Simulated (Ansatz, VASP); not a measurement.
## One calculation of GaN, two programs

```xyz
2
Lattice="0.0000 2.1085 2.1085 2.1085 0.0000 2.1085 2.1085 2.1085 0.0000" Properties=species:S:1:pos:R:3 pbc="T T T"
Ga    2.1085    2.1085    2.1085
N     0.0000    0.0000    0.0000
```

Alike in both runs: task single point; functional PBE; k mesh 8 × 8 × 8; occupations gaussian, width 0.001 eV; no spin polarisation.

```csv
,VASP,Ansatz
version,VASP 6.6.1,Ansatz 0.2.0
potentials or method,"VASP PAW PBE potentials, release 64 (Ga_d, N)",plane waves
plane-wave cutoff (eV),600,420
valence electrons in the cell,18,18
```

VASP gave:

* gap on the k mesh at the Fermi level (eV): 0.65
* pressure (GPa): 8.9

Problem. Estimate Ansatz's values.

Solution. gap on the k mesh at the Fermi level (eV): 0.66; pressure (GPa): 8.2.

With one functional, cell and mesh, what is left measures potentials, basis and numerics.
